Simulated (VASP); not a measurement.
A run of VASP 6.6.1:

Contents of POSCAR:

```
PbS
1.0
    3.9909341921      0.0000000000      0.0000000000
   -1.9954670960      3.4562503952      0.0000000000
    0.0000000000      0.0000000000      3.7511115849
Pb S
1 1
Direct
    0.0000000000      0.0000000000      0.0000000000
    0.6666666667      0.3333333333      0.5000000000
```

Contents of INCAR.step1:

```
SYSTEM = PbS
PREC = Accurate ; ENCUT = 520
EDIFF = 1E-5 ; ISMEAR = -1
SIGMA = 0.05 ; LREAL = .FALSE.
LASPH = .TRUE. ; NELM = 60
ALGO = Normal ; ISIF = 2
LWAVE = .TRUE. ; LCHARG = .FALSE.
NBANDS = 17 ; GGA = PE
```

Contents of INCAR.step2:

```
SYSTEM = PbS
PREC = Accurate ; ENCUT = 520
EDIFF = 1E-6 ; ISMEAR = -1
SIGMA = 0.05 ; LREAL = .FALSE.
LASPH = .TRUE. ; NELM = 60
ALGO = Normal ; ISIF = 2
LWAVE = .FALSE. ; LCHARG = .FALSE.
GGA = PS ; LHFCALC = .TRUE.
AEXX = 0.25 ; PRECFOCK = Normal
NBANDS = 17 ; ISTART = 1
```

KPOINTS

```
regular mesh
0
G
  4 4 4
  0 0 0
```

Potentials or basis: VASP PAW PBE potentials, release 64 (Pb_d, S).

Run with:

```bash
$ cat potpaw_PBE.64/Pb_d/POTCAR potpaw_PBE.64/S/POTCAR > POTCAR
$ cp INCAR.step1 INCAR
$ mpirun -np 1 vasp_std > vasp.out
$ cp INCAR.step2 INCAR
$ mpirun -np 1 vasp_std > vasp.out
```

Hardware: 1 thread of Intel(R) Xeon(R) Platinum 8259CL CPU @ 2.50GHz (Skylake/Cascade Lake), with other jobs on the host.

Question: How long does it take, and how much memory?

Answer: Run time: 10 min on 1 thread of Intel(R) Xeon(R) Platinum 8259CL CPU @ 2.50GHz (Skylake/Cascade Lake), on a shared host, peak memory 0.19 GiB. Counts: k points 12.
